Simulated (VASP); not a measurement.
# Ir (P6_3/mmc) in VASP: a series of runs

Runs on Ir. Level: PBE. Tasks: single point.

Program: VASP 6.6.1. These are calculated values, not measurements. Logs are shortened: lines on timing, memory, paths and dates and some standing lists are left out, and cuts for length are marked.

### Step 1. The cell of the first run

The structure is hexagonal, space group P6_3/mmc (No. 194). Conventional cell: a = 2.749 Å, b = 2.749 Å, c = 4.458 Å, α = 90.00°, β = 90.00°, γ = 120.00°. Ir (site symmetry -6m2) has 12 Ir at 2.74 to 2.75 Å within 3.6 Å.

### Step 2. Single point, PBE

INCAR

```
ALGO     = Normal         # electronic algorithm
EDIFF    = 1E-7           # SCF threshold, eV
ENCUT    = 520            # plane-wave cutoff, eV
GGA      = PE             # functional
ISIF     = 2              # what is computed and relaxed
ISMEAR   = -1             # smearing method
LASPH    = True           # aspherical terms in the spheres
LCHARG   = True           # write CHGCAR
LELF     = True           # ELF
LREAL    = False          # projectors in reciprocal space
LVHAR    = True         
LWAVE    = False          # write WAVECAR
NBANDS   = 16             # bands
NELM     = 100            # most SCF steps
PREC     = Accurate       # precision mode
SIGMA    = 0.1            # smearing width, eV
```

KPOINTS

```
k-points
0
Gamma
  15 15 8
```

POSCAR

```
Ir
1.0
    2.7486254586      0.0000000000      0.0000000000
   -1.3743127293      2.3803794726      0.0000000000
    0.0000000000      0.0000000000      4.4579354640
Ir
2
Direct
    0.3333333333      0.6666666667      0.2500000000
    0.6666666667      0.3333333333      0.7500000000
```

Potentials or basis: VASP PAW PBE potentials, release 64 (Ir).

Command:

```console
> cat potpaw_PBE.64/Ir/POTCAR > POTCAR
> mpirun -np 1 vasp_std > vasp.out
```

OUTCAR:

```text
EDIFF = 1E-7
   ENCUT = 520
   GGA = PE
   ISIF = 2
   ISMEAR = -1
   LASPH = True
   LREAL = False
   NELM = 100
   PREC = Accurate

 ion  position               nearest neighbor table
   1  0.333  0.667  0.250-   2 2.74   2 2.74   2 2.74   2 2.74   2 2.74   2 2.74
   2  0.667  0.333  0.750-   1 2.74   1 2.74   1 2.74   1 2.74   1 2.74   1 2.74

  LATTYP: Found a hexagonal cell.
 ALAT       =     2.7486254586
 C/A-ratio  =     1.6218781100

  Lattice vectors:

 A1 = (   2.7486254586,   0.0000000000,   0.0000000000)
 A2 = (  -1.3743127293,   2.3803794726,   0.0000000000)
 A3 = (   0.0000000000,   0.0000000000,   4.4579354640)

Analysis of symmetry for initial positions (statically):
=====================================================================
 Subroutine PRICEL returns:
 Original cell was already a primitive cell.

 Routine SETGRP: Setting up the symmetry group for a
 hexagonal supercell.

 Subroutine GETGRP returns: Found 24 space group operations
 (whereof 12 operations were pure point group operations)
 out of a pool of 24 trial point group operations.

The static configuration has the point symmetry D_3d.
 The point group associated with its full space group is D_6h.

Analysis of symmetry for dynamics (positions and initial velocities):
=====================================================================
 Subroutine PRICEL returns:
 Original cell was already a primitive cell.

 Routine SETGRP: Setting up the symmetry group for a
 hexagonal supercell.

 Subroutine GETGRP returns: Found 24 space group operations
 (whereof 12 operations were pure point group operations)
 out of a pool of 24 trial point group operations.

The dynamic configuration has the point symmetry D_3d.
 The point group associated with its full space group is D_6h.

 Subroutine INISYM returns: Found 24 space group operations
 (whereof 12 operations are pure point group operations),
 and found     1 'primitive' translations

----------------------------------------------------------------------------------------

                                     Primitive cell

  volume of cell :      29.1673

  direct lattice vectors                    reciprocal lattice vectors
     2.748625459  0.000000000  0.000000000     0.363818212  0.210050543  0.000000000
    -1.374312729  2.380379473  0.000000000     0.000000000  0.420101085  0.000000000
     0.000000000  0.000000000  4.457935464     0.000000000  0.000000000  0.224319084

  length of vectors
     2.748625459  2.748625459  4.457935464     0.420101085  0.420101085  0.224319084

  position of ions in fractional coordinates (direct lattice)
     0.333333333  0.666666667  0.250000000
     0.666666667  0.333333333  0.750000000

  ion indices of the primitive-cell ions
   primitive index   ion index
                 1           1
                 2           2

----------------------------------------------------------------------------------------

 KPOINTS: k-points

Automatic generation of k-mesh.
 Grid dimensions read from file:
 generate k-points for:   15   15    8

 Generating k-lattice:

  Cartesian coordinates                     Fractional coordinates (reciprocal lattice)
     0.024254547  0.014003370  0.000000000     0.066666667  0.000000000  0.000000000
     0.000000000  0.028006739  0.000000000     0.000000000  0.066666667  0.000000000
     0.000000000  0.000000000  0.028039886     0.000000000  0.000000000  0.125000000

  Length of vectors
     0.028006739  0.028006739  0.028039886

  Shift w.r.t. Gamma in fractional coordinates (k-lattice)
     0.000000000  0.000000000  0.000000000

 Subroutine IBZKPT returns following result:
 ===========================================

 Found    135 irreducible k-points:

 Following reciprocal coordinates:
            Coordinates               Weight
  0.000000  0.000000  0.000000      1.000000
  0.066667  0.000000  0.000000      6.000000
  0.133333  0.000000  0.000000      6.000000
  0.200000  0.000000  0.000000      6.000000
  0.266667  0.000000  0.000000      6.000000
  0.333333  0.000000  0.000000      6.000000
[... 16 lines left out ...]
  0.333333  0.200000  0.000000     12.000000
  0.400000  0.200000  0.000000      6.000000
 [... further k-points ...]
   k-points           NKPTS =    135   k-points in BZ     NKDIM =    135   number of bands    NBANDS=     16
   number of dos      NEDOS =    301   number of ions     NIONS =      2
   total plane-waves  NPLWV =  14400
   dimension x,y,z NGX =    20 NGY =   20 NGZ =   36
   dimension x,y,z NGXF=    40 NGYF=   40 NGZF=   72
   ions per type =               2
   NGX,Y,Z   is equivalent  to a cutoff of  12.10, 12.10, 13.43 a.u.
   NGXF,Y,Z  is equivalent  to a cutoff of  24.19, 24.19, 26.85 a.u.
 SYSTEM =  unknown system
   PREC   = accura    normal or accurate (medium, high low for compatibility)
   ISTART =      0    job   : 0-new  1-cont  2-samecut
   ICHARG =      2    charge: 1-file 2-atom 10-const
   ISPIN  =      1    spin polarized calculation?
   LNONCOLLINEAR =      F non collinear calculations
   LSORBIT =      F    spin-orbit coupling
   LASPH  =      T    aspherical Exc in radial PAW
   ENCUT  =  520.0 eV  38.22 Ry    6.18 a.u.   5.11  5.11  8.29*2*pi/ulx,y,z
   NELM   =    100;   NELMIN=  2; NELMDL= -5     # of ELM steps
   EDIFF  = 0.1E-06   stopping-criterion for ELM
   LREAL  =      F    real-space projection
   EDIFFG = 0.1E-05   stopping-criterion for IOM
   NSW    =      0    number of steps for IOM
   IBRION =     -1    ionic relax: 0-MD 1-quasi-New 2-CG
   NFREE  =      0    steps in history (QN), initial steepest desc. (CG)
   ISIF   =      2    stress and relaxation
   ISYM   =      2    0-nonsym 1-usesym 2-fastsym
   POTIM  = 0.5000    time-step for ionic-motion
   TEBEG  =    0.0;   TEEND  =   0.0 temperature during run
   PSTRESS=    0.0 pullay stress
   NELECT =      18.0000    total number of electrons
   NUPDOWN=      -1.0000    fix difference up-down
   EMIN   =  10.00;   EMAX   =-10.00  energy-range for DOS
   EFERMI =   0.00;   METHOD = LEGACY
   ISMEAR =    -1;   SIGMA  =   0.10  broadening in eV -4-tet -1-fermi 0-gaus
   EFERMI_NEDOS =   21; number of points for ismear=-14 and -15
   IALGO  =     38    algorithm
   IMIX   =      4    mixing-type and parameters
     AMIX     =   0.40;   BMIX     =  1.00
     AMIX_MAG =   1.60;   BMIX_MAG =  1.00
  volume/ion in A,a.u.               =      14.58        98.42
  Fermi-wavevector in a.u.,A,eV,Ry     =   1.393800  2.633900 26.431748  1.942679
  Thomas-Fermi vector in A             =   2.517411
   LORBIT       =      0    0 simple, 1 ext, 2 COOP (PROOUT), +10 PAW based schemes
   GGA     = PE    functional components
   LHFCALC =     F    Hartree Fock is set to
   AEXX    =    0.0000 exact exchange contribution
   IVDW    =     0    specifies the selected vdW correction
   LEPSILON=     F    determine dielectric tensor
   LRPA    =     F    only Hartree local field effects (RPA)
 non-spin polarized calculation
  energy-cutoff  :      520.00
  volume of cell :       29.17
 maximum number of plane-waves:       798
   NGX = 11   NGY = 11   NGZ = 17

 number of electron      18.0000000 magnetization

 Free energy of the ion-electron system (eV)
  ---------------------------------------------------
  ext. energy  EPLUGINS =         0.00000000
  ---------------------------------------------------
  free energy    TOTEN  =       -17.59484658 eV

  energy without entropy =      -17.51472117  energy(sigma->0) =      -17.55478387

 E-fermi :  10.0033     XC(G=0): -13.8069

 val. band max:        9.9950742919   @ k =   0.2000   0.0667   0.3750
 cond. band min:      10.0053335346   @ k =   0.1333   0.0667   0.5000
 fundamental gap:      0.0102592427
 Fermi energy:        10.0032881870

 k-point     1 :       0.0000    0.0000    0.0000
  band No.  band energies     occupation
      1      -0.9086      2.00000
      2       2.1268      2.00000
      3       6.2257      2.00000
      4       6.3262      2.00000
      5       6.3262      2.00000
      6       6.9535      2.00000
[... 8 lines left out ...]
     15      26.4237      0.00000
     16      27.4273      0.00000

 k-point     2 :       0.0667    0.0000    0.0000
  band No.  band energies     occupation
      1      -0.7397      2.00000
      2       2.2773      2.00000
      3       5.9436      2.00000
      4       6.4669      2.00000
      5       6.5728      2.00000
      6       6.8640      2.00000
[... 8 lines left out ...]
     15      26.6454      0.00000
     16      27.6829      0.00000

 k-point     3 :       0.1333    0.0000    0.0000
  band No.  band energies     occupation
      1      -0.2518      2.00000
      2       2.6848      2.00000
      3       5.5618      2.00000
      4       6.5742      2.00000
      5       6.7233      2.00000
      6       6.8801      2.00000
[... 8 lines left out ...]
     15      27.1734      0.00000
     16      27.8122      0.00000

 k-point     4 :       0.2000    0.0000    0.0000
  band No.  band energies     occupation
      1       0.4916      2.00000
      2       3.1696      2.00000
      3       5.2650      2.00000
      4       5.7091      2.00000
      5       6.2984      2.00000
      6       7.0117      2.00000
[... 8 lines left out ...]
     15      26.8488      0.00000
     16      27.0912      0.00000
[... 324 lines left out ...]
 k-point    22 :       0.2667    0.2000    0.0000
  band No.  band energies     occupation
      1       3.3251      2.00000
      2       3.7896      2.00000
      3       4.0213      2.00000
      4       4.8196      2.00000
      5       5.7602      2.00000
      6       6.7827      2.00000
[... 8 lines left out ...]
     15      19.9733      0.00000
     16      25.1750      0.00000

 k-point    23 :       0.3333    0.2000    0.0000
  band No.  band energies     occupation
      1       3.5390      2.00000
      2       3.6379      2.00000
      3       3.8157      2.00000
      4       5.3940      2.00000
      5       5.7729      2.00000
      6       6.4736      2.00000
[... 8 lines left out ...]
     15      21.2788      0.00000
     16      23.8709      0.00000

 k-point    24 :       0.4000    0.2000    0.0000
  band No.  band energies     occupation
      1       3.4529      2.00000
      2       3.7195      2.00000
      3       3.7317      2.00000
      4       5.6703      2.00000
      5       5.8197      2.00000
      6       6.3230      2.00000
[... 8 lines left out ...]
     15      21.8809      0.00000
     16      22.7983      0.00000

 [... further k-points ...]

------------------------ aborting loop because EDIFF is reached ----------------------------------------

  FORCE on cell =-STRESS in cart. coord.  units (eV):
  Direction    XX          YY          ZZ          XY          YZ          ZX
  --------------------------------------------------------------------------------------
  -------------------------------------------------------------------------------------
  Total        0.0692385      0.0692385      0.0394524      0.0000000     -0.0000000      0.0000000
  in kB        3.8033181      3.8033181      2.1671453      0.0000000     -0.0000000      0.0000000
  external PRESSURE =       3.2579272 kB  Pullay stress =       0.0000000 kB

 VOLUME and BASIS-vectors are now :
 -----------------------------------------------------------------------------
  energy-cutoff  :      520.00
  volume of cell :       29.17
      direct lattice vectors                 reciprocal lattice vectors
     2.748625459  0.000000000  0.000000000     0.363818212  0.210050543  0.000000000
    -1.374312729  2.380379473  0.000000000     0.000000000  0.420101085  0.000000000
     0.000000000  0.000000000  4.457935464     0.000000000  0.000000000  0.224319084

 POSITION                                       TOTAL-FORCE (eV/Angst)
 -----------------------------------------------------------------------------------
     -0.00000      1.58692      1.11448        -0.000000     -0.000000      0.000000
      1.37431      0.79346      3.34345         0.000000      0.000000      0.000000
 -----------------------------------------------------------------------------------
    total drift:                               -0.000000      0.000000     -0.000000

  FREE ENERGIE OF THE ION-ELECTRON SYSTEM (eV)
  ---------------------------------------------------
  free  energy   TOTEN  =       -17.5948465769 eV

  energy  without entropy=      -17.5147211718  energy(sigma->0) =      -17.55478387
```

Run time: 61 s. Hardware: 1 thread of Intel Xeon 6975P-C, shared host; peak memory 0.18 GiB.

Results:

```yaml
Free_energy: -17.5948 eV
Pressure: 0.3 GPa
Band_gap_on_the_k_mesh: zero (band 9 reaches 10.92 eV, above the bottom of band 10 at 7.80 eV)
```

Stress tensor (GPa, compression positive):
```
0.38 0.00 0.00
0.00 0.38 0.00
0.00 0.00 0.22
```

Caveat: spin-orbit coupling is left out, which moves the levels of the heavy elements.

(Part 1 of 2 ends here.)
